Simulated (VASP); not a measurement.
# MgS (Pm-3m) in VASP: single point with HSE06

Aim: the single point of MgS with HSE06.

Everything below comes from runs of VASP 6.6.1. Logs are shortened: lines on timing, memory, paths and dates and some standing lists are left out, and cuts for length are marked.

### Step 1. The cell of the first run

Symmetry: Pm-3m, No. 221, cubic system. Conventional cell: a = 3.263 Å, b = 3.263 Å, c = 3.263 Å, α = 90.00°, β = 90.00°, γ = 90.00°. Within 3.7 Å of Mg (site symmetry m-3m) lie 8 S at 2.83 Å and 6 Mg at 3.26 Å. S (site symmetry m-3m) has 8 Mg at 2.83 Å and 6 S at 3.26 Å within 3.7 Å.

### Step 2. Single point, HSE06

POSCAR reads:

```
MgS
1.0
    3.2628174072      0.0000000000      0.0000000000
    0.0000000000      3.2628174072      0.0000000000
    0.0000000000      0.0000000000      3.2628174072
Mg S
1 1
Direct
    0.0000000000      0.0000000000      0.0000000000
    0.5000000000      0.5000000000      0.5000000000
```

INCAR.step1 reads:

```
SYSTEM = MgS
PREC     = Accurate       ! precision mode
ENCUT    = 520            ! plane-wave cutoff, eV
EDIFF    = 1E-5           ! SCF threshold, eV
ISMEAR   = -1             ! smearing method
SIGMA    = 0.02           ! smearing width, eV
LREAL    = .FALSE.        ! projectors in reciprocal space
LASPH    = .TRUE.         ! aspherical terms in the spheres
NELM     = 100            ! most SCF steps
ALGO     = Normal         ! electronic algorithm
ISIF     = 2              ! what is computed and relaxed
LWAVE    = .TRUE.         ! write WAVECAR
GGA      = PE             ! functional
NBANDS   = 11             ! bands
```

INCAR.step2 reads:

```
SYSTEM = MgS
PREC     = Accurate       ! precision mode
ENCUT    = 520            ! plane-wave cutoff, eV
EDIFF    = 1E-6           ! SCF threshold, eV
ISMEAR   = -1             ! smearing method
SIGMA    = 0.02           ! smearing width, eV
LREAL    = .FALSE.        ! projectors in reciprocal space
LASPH    = .TRUE.         ! aspherical terms in the spheres
NELM     = 100            ! most SCF steps
ALGO     = Normal         ! electronic algorithm
ISIF     = 2              ! what is computed and relaxed
LWAVE    = .FALSE.        ! write WAVECAR
LCHARG   = .TRUE.         ! write CHGCAR
GGA      = PE             ! functional
LHFCALC  = .TRUE.         ! exact exchange
HFSCREEN = 0.2079         ! screening, 1/A
PRECFOCK = Normal       
LELF     = .TRUE.         ! ELF
LVHAR    = .TRUE.       
ISTART   = 1            
NBANDS   = 11             ! bands
```

KPOINTS reads:

```
regular mesh
0
G
  4 4 4
  0 0 0
```

Potentials or basis: VASP PAW PBE potentials, release 64 (Mg, S).

Started as:

```bash
> cat potpaw_PBE.64/Mg/POTCAR potpaw_PBE.64/S/POTCAR > POTCAR
> cp INCAR.step1 INCAR
> mpirun -np 1 vasp_std > vasp.out
> cp INCAR.step2 INCAR
> mpirun -np 1 vasp_std > vasp.out
```

OUTCAR:

```text
SYSTEM = MgS
   PREC = Accurate
   ENCUT = 520
   EDIFF = 1E-6
   ISMEAR = -1
   LREAL = .FALSE.
   LASPH = .TRUE.
   NELM = 100
   ISIF = 2
   GGA = PE
   LHFCALC = .TRUE.
   HFSCREEN = 0.2079
   PRECFOCK = Normal
   ISTART = 1

 ion  position               nearest neighbor table
   1  0.000  0.000  0.000-   2 2.83   2 2.83   2 2.83   2 2.83   2 2.83   2 2.83   2 2.83   2 2.83

   2  0.500  0.500  0.500-   1 2.83   1 2.83   1 2.83   1 2.83   1 2.83   1 2.83   1 2.83   1 2.83

  LATTYP: Found a simple cubic cell.
 ALAT       =     3.2628174072

  Lattice vectors:

 A1 = (   3.2628174072,   0.0000000000,   0.0000000000)
 A2 = (   0.0000000000,   3.2628174072,   0.0000000000)
 A3 = (   0.0000000000,   0.0000000000,   3.2628174072)

Analysis of symmetry for initial positions (statically):
=====================================================================
 Subroutine PRICEL returns:
 Original cell was already a primitive cell.

 Routine SETGRP: Setting up the symmetry group for a
 simple cubic supercell.

 Subroutine GETGRP returns: Found 48 space group operations
 (whereof 48 operations were pure point group operations)
 out of a pool of 48 trial point group operations.

The static configuration has the point symmetry O_h .

Analysis of symmetry for dynamics (positions and initial velocities):
=====================================================================
 Subroutine PRICEL returns:
 Original cell was already a primitive cell.

 Routine SETGRP: Setting up the symmetry group for a
 simple cubic supercell.

 Subroutine GETGRP returns: Found 48 space group operations
 (whereof 48 operations were pure point group operations)
 out of a pool of 48 trial point group operations.

The dynamic configuration has the point symmetry O_h .

 Subroutine INISYM returns: Found 48 space group operations
 (whereof 48 operations are pure point group operations),
 and found     1 'primitive' translations

----------------------------------------------------------------------------------------

                                     Primitive cell

  volume of cell :      34.7359

  direct lattice vectors                    reciprocal lattice vectors
     3.262817407  0.000000000  0.000000000     0.306483592  0.000000000  0.000000000
     0.000000000  3.262817407  0.000000000     0.000000000  0.306483592  0.000000000
     0.000000000  0.000000000  3.262817407     0.000000000  0.000000000  0.306483592

  length of vectors
     3.262817407  3.262817407  3.262817407     0.306483592  0.306483592  0.306483592

  position of ions in fractional coordinates (direct lattice)
     0.000000000  0.000000000  0.000000000
     0.500000000  0.500000000  0.500000000

  ion indices of the primitive-cell ions
   primitive index   ion index
                 1           1
                 2           2

----------------------------------------------------------------------------------------

 KPOINTS: regular mesh

Automatic generation of k-mesh.
 Grid dimensions read from file:
 generate k-points for:    4    4    4

 Generating k-lattice:

  Cartesian coordinates                     Fractional coordinates (reciprocal lattice)
     0.076620898  0.000000000  0.000000000     0.250000000  0.000000000  0.000000000
     0.000000000  0.076620898  0.000000000     0.000000000  0.250000000  0.000000000
     0.000000000  0.000000000  0.076620898     0.000000000  0.000000000  0.250000000

  Length of vectors
     0.076620898  0.076620898  0.076620898

  Shift w.r.t. Gamma in fractional coordinates (k-lattice)
     0.000000000  0.000000000  0.000000000

 Subroutine IBZKPT returns following result:
 ===========================================

 Found     10 irreducible k-points:

 Following reciprocal coordinates:
            Coordinates               Weight
  0.000000  0.000000  0.000000      1.000000
  0.250000  0.000000  0.000000      6.000000
  0.500000  0.000000  0.000000      3.000000
  0.250000  0.250000  0.000000     12.000000
  0.500000  0.250000  0.000000     12.000000
  0.500000  0.500000  0.000000      3.000000
  0.250000  0.250000  0.250000      8.000000
  0.500000  0.250000  0.250000     12.000000
  0.500000  0.500000  0.250000      6.000000
  0.500000  0.500000  0.500000      1.000000
   k-points           NKPTS =     10   k-points in BZ     NKDIM =     64   number of bands    NBANDS=     11
   number of dos      NEDOS =    301   number of ions     NIONS =      2
   total plane-waves  NPLWV =  13824
   dimension x,y,z NGX =    24 NGY =   24 NGZ =   24
   dimension x,y,z NGXF=    48 NGYF=   48 NGZF=   48
   ions per type =               1   1
   NGX,Y,Z   is equivalent  to a cutoff of  12.23, 12.23, 12.23 a.u.
   NGXF,Y,Z  is equivalent  to a cutoff of  24.46, 24.46, 24.46 a.u.
 SYSTEM =  MgS
   PREC   = accura    normal or accurate (medium, high low for compatibility)
   ISTART =      1    job   : 0-new  1-cont  2-samecut
   ICHARG =      0    charge: 1-file 2-atom 10-const
   ISPIN  =      1    spin polarized calculation?
   LNONCOLLINEAR =      F non collinear calculations
   LSORBIT =      F    spin-orbit coupling
   LASPH  =      T    aspherical Exc in radial PAW
   ENCUT  =  520.0 eV  38.22 Ry    6.18 a.u.   6.07  6.07  6.07*2*pi/ulx,y,z
   NELM   =    100;   NELMIN=  2; NELMDL=  0     # of ELM steps
   EDIFF  = 0.1E-05   stopping-criterion for ELM
   LREAL  =      F    real-space projection
   EDIFFG = 0.1E-04   stopping-criterion for IOM
   NSW    =      0    number of steps for IOM
   IBRION =     -1    ionic relax: 0-MD 1-quasi-New 2-CG
   NFREE  =      0    steps in history (QN), initial steepest desc. (CG)
   ISIF   =      2    stress and relaxation
   ISYM   =      3    0-nonsym 1-usesym 2-fastsym
   POTIM  = 0.5000    time-step for ionic-motion
   TEBEG  =    0.0;   TEEND  =   0.0 temperature during run
   PSTRESS=    0.0 pullay stress
   NELECT =       8.0000    total number of electrons
   NUPDOWN=      -1.0000    fix difference up-down
   EMIN   =  10.00;   EMAX   =-10.00  energy-range for DOS
   EFERMI =   0.00;   METHOD = LEGACY
   ISMEAR =    -1;   SIGMA  =   0.02  broadening in eV -4-tet -1-fermi 0-gaus
   EFERMI_NEDOS =   21; number of points for ismear=-14 and -15
   IALGO  =     38    algorithm
   IMIX   =      1    mixing-type and parameters
     AMIX     =   0.40;   BMIX     =  1.00
     AMIX_MAG =   1.60;   BMIX_MAG =  1.00
  volume/ion in A,a.u.               =      17.37       117.20
  Fermi-wavevector in a.u.,A,eV,Ry     =   1.003488  1.896317 13.700898  1.006988
  Thomas-Fermi vector in A             =   2.136043
   LORBIT       =      0    0 simple, 1 ext, 2 COOP (PROOUT), +10 PAW based schemes
   GGA     = PE    functional components
   LHFCALC =     T    Hartree Fock is set to
   PRECFOCK=normal    Normal, Fast or Accurate (Low or Medium for compatibility)
   ENCUT4O =  -1.0   cutoff for four orbital integrals eV
   NKREDX  =     1    reduce k-point grid by
   NKREDY  =     1    reduce k-point grid by
   NKREDZ  =     1    reduce k-point grid by
   AEXX    =    0.2500 exact exchange contribution
   HFSCREEN=    0.2079 screening length (either q_TF or 0.3 A-1)
   HFSCREENC=   0.2079 screening length for correlation (either q_TF or 0.3 A-1)
   ENCUTFOCK=  -1.0 apply spherical cutoff to Coloumb kernel
   IVDW    =     0    specifies the selected vdW correction
   LEPSILON=     F    determine dielectric tensor
   LRPA    =     F    only Hartree local field effects (RPA)
 non-spin polarized calculation
  energy-cutoff  :      520.00
  volume of cell :       34.74
 maximum number of plane-waves:       968
  NGX = 20; NGY = 20; NGZ = 20

 number of electron       7.9999996 magnetization

 Free energy of the ion-electron system (eV)
  ---------------------------------------------------
  ext. energy  EPLUGINS =         0.00000000
  ---------------------------------------------------
  free energy    TOTEN  =        -8.41765764 eV

  energy without entropy =       -8.41513918  energy(sigma->0) =       -8.41639841

 E-fermi :   5.1674     XC(G=0):  -8.1687

 val. band max:        5.1590495704   @ k =   0.5000   0.5000   0.0000
 cond. band min:       5.1758442956   @ k =   0.5000   0.5000   0.0000
 fundamental gap:      0.0167947251
 Fermi energy:         5.1674469330

 k-point     1 :       0.0000    0.0000    0.0000
  band No.  band energies     occupation
      1     -10.4839      2.00000
      2       3.4708      2.00000
      3       3.4708      2.00000
      4       3.4708      2.00000
      5       6.6395      0.00000
      6      10.2090      0.00000
      7      10.2090      0.00000
      8      18.8679      0.00000
      9      18.8679      0.00000
     10      18.8679      0.00000
     11      19.6354      0.00000

 k-point     2 :       0.2500    0.0000    0.0000
  band No.  band energies     occupation
      1      -9.9322      2.00000
      2      -0.0466      2.00000
      3       3.8553      2.00000
      4       3.8553      2.00000
      5       8.3258      0.00000
      6      11.0976      0.00000
      7      13.0141      0.00000
      8      15.3291      0.00000
      9      15.3291      0.00000
     10      17.8707      0.00000
     11      18.3625      0.00000

 k-point     3 :       0.5000    0.0000    0.0000
  band No.  band energies     occupation
      1      -9.1938      2.00000
      2      -2.3341      2.00000
      3       4.3143      2.00000
      4       4.3143      2.00000
      5       9.7572      0.00000
      6      12.4343      0.00000
      7      13.1735      0.00000
      8      13.4725      0.00000
      9      13.4725      0.00000
     10      14.5907      0.00000
     11      21.5707      0.00000

 k-point     4 :       0.2500    0.2500    0.0000
  band No.  band energies     occupation
      1      -9.4104      2.00000
      2       0.2666      2.00000
      3       0.9270      2.00000
      4       4.2421      2.00000
      5       9.6837      0.00000
      6      10.4988      0.00000
      7      14.0351      0.00000
      8      15.1350      0.00000
      9      15.4899      0.00000
     10      16.7686      0.00000
     11      18.6858      0.00000

 k-point     5 :       0.5000    0.2500    0.0000
  band No.  band energies     occupation
      1      -8.7260      2.00000
      2      -1.6160      2.00000
      3       1.4548      2.00000
      4       4.7049      2.00000
      5       7.8743      0.00000
      6      11.6366      0.00000
      7      13.9330      0.00000
      8      14.1052      0.00000
      9      15.5689      0.00000
     10      17.1784      0.00000
     11      19.9439      0.00000

 k-point     6 :       0.5000    0.5000    0.0000
  band No.  band energies     occupation
      1      -8.1322      2.00000
      2      -0.5504      2.00000
      3      -0.5504      2.00000
      4       5.1590      1.20690
      5       5.1758      0.79310
      6      13.6786      0.00000
      7      14.6206      0.00000
      8      14.6206      0.00000
      9      15.1816      0.00000
     10      15.1816      0.00000
     11      18.5097      0.00000

 k-point     7 :       0.2500    0.2500    0.2500
  band No.  band energies     occupation
      1      -8.9120      2.00000
      2       0.6478      2.00000
      3       1.4764      2.00000
      4       1.4764      2.00000
      5       9.8491      0.00000
      6      11.1685      0.00000
      7      11.1685      0.00000
      8      14.9512      0.00000
      9      16.6825      0.00000
     10      16.6825      0.00000
     11      19.6779      0.00000

 k-point     8 :       0.5000    0.2500    0.2500
  band No.  band energies     occupation
      1      -8.2689      2.00000
      2      -0.9378      2.00000
      3       1.7853      2.00000
      4       2.2110      2.00000
      5       8.2440      0.00000
      6       9.0186      0.00000
      7      11.5937      0.00000
      8      16.5803      0.00000
      9      16.5914      0.00000
     10      17.5173      0.00000
     11      19.5858      0.00000

 k-point     9 :       0.5000    0.5000    0.2500
  band No.  band energies     occupation
      1      -7.6942      2.00000
      2       0.0381      2.00000
      3       0.0381      2.00000
      4       2.6985      2.00000
      5       5.9972      0.00000
      6       9.7512      0.00000
      7       9.7513      0.00000
      8      14.2145      0.00000
      9      17.7065      0.00000
     10      20.5216      0.00000
     11      20.5216      0.00000

 k-point    10 :       0.5000    0.5000    0.5000
  band No.  band energies     occupation
      1      -7.1525      2.00000
      2       0.8469      2.00000
      3       0.8469      2.00000
      4       0.8469      2.00000
      5       7.3570      0.00000
      6       7.3570      0.00000
      7       7.3570      0.00000
      8      11.3662      0.00000
      9      23.0071      0.00000
     10      23.0071      0.00000
     11      23.0071      0.00000

------------------------ aborting loop because EDIFF is reached ----------------------------------------

  FORCE on cell =-STRESS in cart. coord.  units (eV):
  Direction    XX          YY          ZZ          XY          YZ          ZX
  --------------------------------------------------------------------------------------
  -------------------------------------------------------------------------------------
  Total       -0.1468331     -0.1468331     -0.1468331      0.0000000      0.0000000     -0.0000000
  in kB       -6.7726109     -6.7726109     -6.7726109      0.0000000      0.0000000     -0.0000000
  external PRESSURE =      -6.7726109 kB  Pullay stress =       0.0000000 kB

 VOLUME and BASIS-vectors are now :
 -----------------------------------------------------------------------------
  energy-cutoff  :      520.00
  volume of cell :       34.74
      direct lattice vectors                 reciprocal lattice vectors
     3.262817407  0.000000000  0.000000000     0.306483592  0.000000000  0.000000000
     0.000000000  3.262817407  0.000000000     0.000000000  0.306483592  0.000000000
     0.000000000  0.000000000  3.262817407     0.000000000  0.000000000  0.306483592

 POSITION                                       TOTAL-FORCE (eV/Angst)
 -----------------------------------------------------------------------------------
      0.00000      0.00000      0.00000         0.000000      0.000000      0.000000
      1.63141      1.63141      1.63141         0.000000      0.000000      0.000000
 -----------------------------------------------------------------------------------
    total drift:                               -0.000000     -0.000000     -0.000000

  FREE ENERGIE OF THE ION-ELECTRON SYSTEM (eV)
  ---------------------------------------------------
  free  energy   TOTEN  =        -8.4176576362 eV

  energy  without entropy=       -8.4151391838  energy(sigma->0) =       -8.41639841
```

It used 500 s of CPU time on 1 thread of AMD EPYC 7R13 Processor (Zen 3) (shared host).

Results:

| Item | Value |
| --- | --- |
| Free energy | -8.4177 eV |
| Pressure | -0.7 GPa |
| Band gap on the k mesh | 0.02 eV, direct |

Caveat: the k points lie up to 0.48 Å⁻¹ apart; the PAW data sets were made with another functional, which shifts forces and pressure a little. A k mesh can miss the band edges.
